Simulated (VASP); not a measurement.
The system is SnSe2.

```
CELL_PARAMETERS angstrom
3.83882 0.00000 0.00000
-1.91941 3.32451 0.00000
0.00000 0.00000 6.01099
ATOMIC_POSITIONS crystal
Sn 0.00000 0.00000 0.00000
Se 0.33333 0.66667 0.26511
Se 0.66667 0.33333 0.73489
```

```yaml
Program: VASP 6.6.1
Task: relaxation of cell and atoms
Functional: LDA
Potentials_or_basis: VASP PAW LDA potentials, release 64 (Sn_d, Se)
Cutoff: 600 eV
k_mesh: 12 × 12 × 6
Occupations: gaussian, width 0.02 eV
Spin: no spin polarisation
```

At the start: pressure -2.1 GPa; volume 25.57 Å³/atom.

Question: Where does the relaxation end?

Answer: Over 15 steps the energy falls by 5.4 meV/atom and the volume is 24.63 Å³/atom (-3.7 %); space group P-3m1 (No. 164, to 0.05 Å).

Step by step:
| step | energy change (eV) | largest force (eV/Å) | pressure (GPa) | volume (Å³) |
| --- | --- | --- | --- | --- |
| 1 | 0.0000 | 0.2072 | -2.10 | 76.71 |
| 2 | -0.0052 | 0.2915 | 1.78 | 73.06 |
| 3 | -0.0151 | 0.0594 | -0.04 | 74.65 |
| 4 | -0.0151 | 0.0539 | -0.11 | 74.69 |
| 5 | -0.0154 | 0.0356 | -0.09 | 74.58 |
| 6 | -0.0156 | 0.0084 | -0.06 | 74.41 |
| 7 | -0.0157 | 0.0217 | 0.06 | 74.24 |
| 8 | -0.0158 | 0.0351 | 0.17 | 74.07 |
| 9 | -0.0159 | 0.0333 | 0.17 | 74.05 |
| 10 | -0.0160 | 0.0270 | 0.14 | 74.01 |
| 11 | -0.0162 | 0.0148 | 0.05 | 73.92 |
| 12 | -0.0162 | 0.0103 | 0.02 | 73.89 |
| 13 | -0.0162 | 0.0047 | -0.02 | 73.91 |
| 14 | -0.0162 | 0.0020 | -0.03 | 73.92 |
| 15 | -0.0162 | 0.0013 | -0.01 | 73.90 |

Final structure:
```yaml
crystal:
  lattice:
    - [3.80349, 0.00000, 0.00000]
    - [-1.90175, 3.29392, 0.00000]
    - [0.00000, 0.00000, 5.89885]
  atoms:
    - { symbol: Sn, position: [0.00000, 0.00000, 0.00000] }
    - { symbol: Se, position: [0.33333, 0.66667, 0.26761] }
    - { symbol: Se, position: [0.66667, 0.33333, 0.73239] }
```
